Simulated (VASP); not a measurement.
# C in VASP: further runs, part 3 of 3

VASP 6.6.1. Earlier steps stand in the parts before.

### Step 5. Single point, r2SCAN

This run uses another cell than the first one.

POSCAR

```
C
1.0
    2.5174486404      0.0000000000      0.0000000000
    0.0000000000      2.5174486404      0.0000000000
    0.0000000000      0.0000000000     20.4503000000
C
6
Direct
    0.7500000000      0.0000000000      0.3949889452
    0.2500000000      0.0000000000      0.4329915974
    0.2500000000      0.5000000000      0.4790266321
    0.7500000000      0.5000000000      0.5209733675
    0.7500000000      0.0000000000      0.5670084030
    0.2500000000      0.0000000000      0.6050110549
```

INCAR.step1

```
SYSTEM = C
PREC     = Accurate       ! precision mode
ENCUT    = 520            ! plane-wave cutoff, eV
ISMEAR   = -1             ! smearing method
SIGMA    = 0.02           ! smearing width, eV
LREAL    = .False.        ! projectors in reciprocal space
LASPH    = .True.         ! aspherical terms in the spheres
NELM     = 60             ! most SCF steps
NBANDS   = 21             ! bands
GGA      = PE             ! functional
ALGO     = Normal         ! electronic algorithm
EDIFF    = 1E-4           ! SCF threshold, eV
LWAVE    = .True.         ! write WAVECAR
LCHARG   = .False.        ! write CHGCAR
```

INCAR.step2

```
SYSTEM = C
PREC     = Accurate       ! precision mode
ENCUT    = 520            ! plane-wave cutoff, eV
EDIFF    = 1E-6           ! SCF threshold, eV
ISMEAR   = -1             ! smearing method
SIGMA    = 0.02           ! smearing width, eV
LREAL    = .False.        ! projectors in reciprocal space
LASPH    = .True.         ! aspherical terms in the spheres
NELM     = 60             ! most SCF steps
ALGO     = Normal         ! electronic algorithm
ISIF     = 2              ! what is computed and relaxed
LWAVE    = .False.        ! write WAVECAR
LCHARG   = .False.        ! write CHGCAR
METAGGA  = R2SCAN         ! meta-GGA
LMIXTAU  = .True.       
NBANDS   = 21             ! bands
ISTART   = 1
```

KPOINTS

```
regular mesh
0
Gamma
  10 10 1
  0 0 0
```

Potentials or basis: VASP PAW PBE potentials, release 64 (C).

The run is started by

```
cat potpaw_PBE.64/C/POTCAR > POTCAR
cp INCAR.step1 INCAR
mpirun -np 1 vasp_std > vasp.out
cp INCAR.step2 INCAR
mpirun -np 1 vasp_std > vasp.out
```

OUTCAR:

```text
SYSTEM = C
   PREC = Accurate
   ENCUT = 520
   EDIFF = 1E-6
   ISMEAR = -1
   LREAL = .False.
   LASPH = .True.
   NELM = 60
   ISIF = 2
   METAGGA = R2SCAN
   ISTART = 1

 ion  position               nearest neighbor table
   1  0.750  0.000  0.395-   2 1.48   2 1.48
   2  0.250  0.000  0.433-   1 1.48   1 1.48   3 1.57   3 1.57
   3  0.250  0.500  0.479-   4 1.52   4 1.52   2 1.57   2 1.57
   4  0.750  0.500  0.521-   3 1.52   3 1.52   5 1.57   5 1.57
   5  0.750  0.000  0.567-   6 1.48   6 1.48   4 1.57   4 1.57
   6  0.250  0.000  0.605-   5 1.48   5 1.48

  LATTYP: Found a simple tetragonal cell.
 ALAT       =     2.5174486404
 C/A-ratio  =     8.1234229258

  Lattice vectors:

 A1 = (   2.5174486404,   0.0000000000,   0.0000000000)
 A2 = (   0.0000000000,   2.5174486404,   0.0000000000)
 A3 = (   0.0000000000,   0.0000000000,  20.4503000000)

Analysis of symmetry for initial positions (statically):
=====================================================================
 Subroutine PRICEL returns:
 Original cell was already a primitive cell.

 Routine SETGRP: Setting up the symmetry group for a
 simple tetragonal supercell.

 Subroutine GETGRP returns: Found  8 space group operations
 (whereof  4 operations were pure point group operations)
 out of a pool of 16 trial point group operations.

The static configuration has the point symmetry C_2h.
 The point group associated with its full space group is D_2h.

Analysis of symmetry for dynamics (positions and initial velocities):
=====================================================================
 Subroutine PRICEL returns:
 Original cell was already a primitive cell.

 Routine SETGRP: Setting up the symmetry group for a
 simple tetragonal supercell.

 Subroutine GETGRP returns: Found  8 space group operations
 (whereof  4 operations were pure point group operations)
 out of a pool of 16 trial point group operations.

The dynamic configuration has the point symmetry C_2h.
 The point group associated with its full space group is D_2h.

 Subroutine INISYM returns: Found  8 space group operations
 (whereof  4 operations are pure point group operations),
 and found     1 'primitive' translations

----------------------------------------------------------------------------------------

                                     Primitive cell

  volume of cell :     129.6048

  direct lattice vectors                    reciprocal lattice vectors
     2.517448640  0.000000000  0.000000000     0.397227568  0.000000000  0.000000000
     0.000000000  2.517448640  0.000000000     0.000000000  0.397227568  0.000000000
     0.000000000  0.000000000 20.450300000     0.000000000  0.000000000  0.048899038

  length of vectors
     2.517448640  2.517448640 20.450300000     0.397227568  0.397227568  0.048899038

  position of ions in fractional coordinates (direct lattice)
     0.750000000  0.000000000  0.394988945
     0.250000000  0.000000000  0.432991597
     0.250000000  0.500000000  0.479026632
     0.750000000  0.500000000  0.520973367
     0.750000000  0.000000000  0.567008403
     0.250000000  0.000000000  0.605011055

  ion indices of the primitive-cell ions
   primitive index   ion index
                 1           1
                 2           2
                 3           3
                 4           4
                 5           5
                 6           6

----------------------------------------------------------------------------------------

 KPOINTS: regular mesh

Automatic generation of k-mesh.
 Grid dimensions read from file:
 generate k-points for:   10   10    1

 Generating k-lattice:

  Cartesian coordinates                     Fractional coordinates (reciprocal lattice)
     0.039722757  0.000000000  0.000000000     0.100000000  0.000000000  0.000000000
     0.000000000  0.039722757  0.000000000     0.000000000  0.100000000  0.000000000
     0.000000000  0.000000000  0.048899038     0.000000000  0.000000000  1.000000000

  Length of vectors
     0.039722757  0.039722757  0.048899038

  Shift w.r.t. Gamma in fractional coordinates (k-lattice)
     0.000000000  0.000000000  0.000000000

 Subroutine IBZKPT returns following result:
 ===========================================

 Found     36 irreducible k-points:

 Following reciprocal coordinates:
            Coordinates               Weight
  0.000000  0.000000  0.000000      1.000000
  0.100000  0.000000  0.000000      2.000000
  0.000000  0.100000  0.000000      2.000000
  0.200000  0.000000  0.000000      2.000000
  0.000000  0.200000  0.000000      2.000000
  0.300000  0.000000  0.000000      2.000000
[... 16 lines left out ...]
 -0.200000  0.300000  0.000000      4.000000
  0.400000  0.200000  0.000000      4.000000
 [... further k-points ...]
   k-points           NKPTS =     36   k-points in BZ     NKDIM =     36   number of bands    NBANDS=     21
   number of dos      NEDOS =    301   number of ions     NIONS =      6
   total plane-waves  NPLWV =  64000
   dimension x,y,z NGX =    20 NGY =   20 NGZ =  160
   dimension x,y,z NGXF=    40 NGYF=   40 NGZF=  320
   ions per type =               6
   NGX,Y,Z   is equivalent  to a cutoff of  13.21, 13.21, 13.01 a.u.
   NGXF,Y,Z  is equivalent  to a cutoff of  26.41, 26.41, 26.01 a.u.
 SYSTEM =  C
   PREC   = accura    normal or accurate (medium, high low for compatibility)
   ISTART =      1    job   : 0-new  1-cont  2-samecut
   ICHARG =      0    charge: 1-file 2-atom 10-const
   ISPIN  =      1    spin polarized calculation?
   LNONCOLLINEAR =      F non collinear calculations
   LSORBIT =      F    spin-orbit coupling
   LASPH  =      T    aspherical Exc in radial PAW
   ENCUT  =  520.0 eV  38.22 Ry    6.18 a.u.   4.68  4.68 38.02*2*pi/ulx,y,z
   NELM   =     60;   NELMIN=  2; NELMDL=  0     # of ELM steps
   EDIFF  = 0.1E-05   stopping-criterion for ELM
   LREAL  =      F    real-space projection
[... 7 lines left out ...]
   TEBEG  =    0.0;   TEEND  =   0.0 temperature during run
   PSTRESS=    0.0 pullay stress
   NELECT =      24.0000    total number of electrons
   NUPDOWN=      -1.0000    fix difference up-down
   EMIN   =  10.00;   EMAX   =-10.00  energy-range for DOS
   EFERMI =   0.00;   METHOD = LEGACY
   ISMEAR =    -1;   SIGMA  =   0.02  broadening in eV -4-tet -1-fermi 0-gaus
   EFERMI_NEDOS =   21; number of points for ismear=-14 and -15
   IALGO  =     38    algorithm
   IMIX   =      4    mixing-type and parameters
     AMIX     =   0.40;   BMIX     =  1.00
     AMIX_MAG =   1.60;   BMIX_MAG =  1.00
  volume/ion in A,a.u.               =      21.60       145.77
  Fermi-wavevector in a.u.,A,eV,Ry     =   0.933122  1.763344 11.846811  0.870716
  Thomas-Fermi vector in A             =   2.059790
   LORBIT       =      0    0 simple, 1 ext, 2 COOP (PROOUT), +10 PAW based schemes
   METAGGA = R2SCAN    functional components
   LHFCALC =     F    Hartree Fock is set to
   AEXX    =    0.0000 exact exchange contribution
   IVDW    =     0    specifies the selected vdW correction
   LEPSILON=     F    determine dielectric tensor
   LRPA    =     F    only Hartree local field effects (RPA)
 non-spin polarized calculation
  energy-cutoff  :      520.00
  volume of cell :      129.60
 maximum number of plane-waves:      3561
   NGX =  9   NGY =  9   NGZ = 77

 number of electron      24.0000003 magnetization

 Free energy of the ion-electron system (eV)
  ---------------------------------------------------
  ext. energy  EPLUGINS =         0.00000000
  ---------------------------------------------------
  free energy    TOTEN  =       -51.93940631 eV

  energy without entropy =      -51.93533527  energy(sigma->0) =      -51.93737079

 E-fermi :  -2.8640     XC(G=0):  -4.6761

 val. band max:       -2.8671005571   @ k =  -0.1000   0.2000   0.0000
 cond. band min:      -2.8477349678   @ k =   0.4000   0.4000   0.0000
 fundamental gap:      0.0193655893
 Fermi energy:        -2.8640176905

 k-point     1 :       0.0000    0.0000    0.0000
  band No.  band energies     occupation
      1     -25.0817      2.00000
      2     -22.4251      2.00000
      3     -18.3148      2.00000
      4     -13.0865      2.00000
      5      -9.5264      2.00000
      6      -8.7522      2.00000
[... 550 lines left out ...]
      5     -14.9201      2.00000
      6     -12.0284      2.00000
[... 13 lines left out ...]
     20       8.6992      0.00000
     21       8.9390      0.00000

 [... further k-points ...]
[... 5 lines left out ...]
  --------------------------------------------------------------------------------------
  -------------------------------------------------------------------------------------
  Total       -0.8736318     -5.5890063      0.2105260      0.0000000      0.0000000      0.0000000
  in kB      -10.7998598    -69.0914428      2.6025275      0.0000000      0.0000000      0.0000000
  external PRESSURE =     -25.7629250 kB  Pullay stress =       0.0000000 kB

 VOLUME and BASIS-vectors are now :
 -----------------------------------------------------------------------------
  energy-cutoff  :      520.00
  volume of cell :      129.60
      direct lattice vectors                 reciprocal lattice vectors
     2.517448640  0.000000000  0.000000000     0.397227568  0.000000000  0.000000000
     0.000000000  2.517448640  0.000000000     0.000000000  0.397227568  0.000000000
     0.000000000  0.000000000 20.450300000     0.000000000  0.000000000  0.048899038

 POSITION                                       TOTAL-FORCE (eV/Angst)
 -----------------------------------------------------------------------------------
      1.88809      0.00000      8.07764         0.000000      0.000000     -0.067405
      0.62936      0.00000      8.85481        -0.000000      0.000000      0.009856
      0.62936      1.25872      9.79624         0.000000     -0.000000     -0.003098
      1.88809      1.25872     10.65406         0.000000      0.000000      0.003098
      1.88809      0.00000     11.59549         0.000000      0.000000     -0.009856
      0.62936      0.00000     12.37266         0.000000      0.000000      0.067405
 -----------------------------------------------------------------------------------
    total drift:                                0.000000     -0.000000      0.000001

  FREE ENERGIE OF THE ION-ELECTRON SYSTEM (eV)
  ---------------------------------------------------
  free  energy   TOTEN  =       -51.9394063091 eV

  energy  without entropy=      -51.9353352717  energy(sigma->0) =      -51.93737079
```

It took 7.6 min on 1 thread of Intel Xeon Platinum 8259CL at 2.50GHz (Skylake/Cascade Lake), shared host; peak memory 0.27 GiB.

What came out:

| Property | Result |
| --- | --- |
| Free energy | -51.9394 eV |
| Largest force | 0.067 eV/Å |
| Band gap on the k mesh | zero (bands 12 and 13 overlap by 0.86 eV) |

Forces on the atoms (eV/Å):
```
C    0.000  0.000 -0.067
C    0.000  0.000  0.010
C    0.000  0.000 -0.003
C    0.000  0.000  0.003
C    0.000  0.000 -0.010
C    0.000  0.000  0.067
```

Caveat: the PAW data sets were made with another functional, which shifts forces and pressure a little.

### Step 6. Summary

```csv
cell,dipole correction,gap on the mesh (eV),largest force (eV/Å)
"a = 2.517, b = 2.517, c = 15.295 Å, 6 atoms, atomic positions A",yes,none,0.07
"a = 2.517, b = 2.517, c = 20.450 Å, 6 atoms, atomic positions B",yes,none,2.48
"a = 2.517, b = 2.517, c = 20.450 Å, 6 atoms, atomic positions A",yes,none,0.07
"a = 2.517, b = 2.517, c = 20.450 Å, 6 atoms, atomic positions A",no,none,0.07
```

Alike in all rows: task single point; level r2SCAN; potentials or basis VASP PAW PBE potentials, release 64 (C); no spin polarisation; k mesh 10 × 10 × 1; cutoff (eV) 520; smearing fermi-dirac 0.02 eV.

Caveats: the PAW data sets were made with another functional, which shifts forces and pressure a little.

Absolute energies hang on the potentials; compare differences alone.
